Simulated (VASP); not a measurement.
Wanted: the native input for a VASP 6.6.1 run.

```
Task                   : single point
Functional             : PBE
Potentials or basis    : VASP PAW PBE potentials, release 64 (Pd)
Cutoff                 : 520 eV
k mesh                 : 15 × 15 × 15
Occupations            : fermi-dirac, width 0.1 eV
Spin                   : no spin polarisation
Dipole correction      : no
Further INCAR settings : ALGO = Normal; EDIFF = 1e-06; NBANDS = 17
```

The structure of Pd lies in POSCAR:

```
Pd
1.0
    0.0000000000      2.1382951383      2.1382951383
    2.1382951383      0.0000000000      2.1382951383
    2.1382951383      2.1382951383      0.0000000000
Pd
2
Direct
   -0.1250000000     -0.1250000000     -0.1250000000
    0.1250000000      0.1250000000      0.1250000000
```

These files were run (other wordings do the same):

INCAR

```
PREC = Accurate
ENCUT = 520
EDIFF = 1E-6
ISMEAR = -1
SIGMA = 0.1
LREAL = False
LASPH = True
NELM = 80
ALGO = Normal
ISIF = 2
LWAVE = False
LCHARG = True
GGA = PE
LELF = True
LVHAR = True
NBANDS = 17
```

KPOINTS

```
regular mesh
0
Gamma
  15 15 15
```

Potentials or basis: VASP PAW PBE potentials, release 64 (Pd).

The run is started by

```bash
$ cat potpaw_PBE.64/Pd/POTCAR > POTCAR
$ mpirun -np 1 vasp_std > vasp.out
```

Results of the run:

```json
{"Pressure": "508.9 GPa", "Band gap on the k mesh": "zero (band 10 reaches 20.82 eV, above the bottom of band 11 at 19.44 eV)"}
```

It took 31 s on 1 thread of AMD EPYC 7R43 64-Core Processor (Zen 3), with other jobs on the host, peak memory 0.13 GiB.
